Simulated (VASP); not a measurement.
A run of VASP 6.6.1 is set up as follows.

File INCAR:

```
SYSTEM = Si
ALGO     = Normal         ! electronic algorithm
EDIFF    = 1E-6           ! SCF threshold, eV
ENCUT    = 520            ! plane-wave cutoff, eV
GGA      = CA             ! functional
ISIF     = 2              ! what is computed and relaxed
ISMEAR   = -1             ! smearing method
LASPH    = .TRUE.         ! aspherical terms in the spheres
LCHARG   = .FALSE.        ! write CHGCAR
LREAL    = .FALSE.        ! projectors in reciprocal space
LWAVE    = .FALSE.        ! write WAVECAR
NBANDS   = 11             ! bands
NELM     = 60             ! most SCF steps
PREC     = Accurate       ! precision mode
SIGMA    = 0.08           ! smearing width, eV
```

Contents of KPOINTS:

```
k-points
0
G
  11 11 11
  0 0 0
```

Contents of POSCAR:

```
Si
1.0
    0.0000000000      2.7426247000      2.7154700000
    2.7426247000      0.0000000000      2.7154700000
    2.7426247000      2.7426247000      0.0000000000
Si
2
Direct
    0.5000000000      0.5000000000      0.5000000000
    0.7500000000      0.7500000000      0.7500000000
```

Potentials or basis: VASP PAW LDA potentials, release 64 (Si).

Command:

```sh
$ cat potpaw_LDA.64/Si/POTCAR > POTCAR
$ mpirun -np 1 vasp_std > vasp.out
```

Problem. Estimate the band gap on the k mesh.

Solution. 0.43 eV (least direct gap 2.45 eV).

Problem. What does it give for the pressure?

Solution. -3.2 GPa.

Stress tensor (GPa, compression positive):
```
-3.50  0.00  0.00
 0.00 -3.50  0.00
 0.00  0.00 -2.56
```

Caveat: the cell differs from its parent crystal (equal xx and yy strain of +1 %); the cell stands under tension; an odd mesh through Γ misses points on the zone boundary, where band edges can lie.
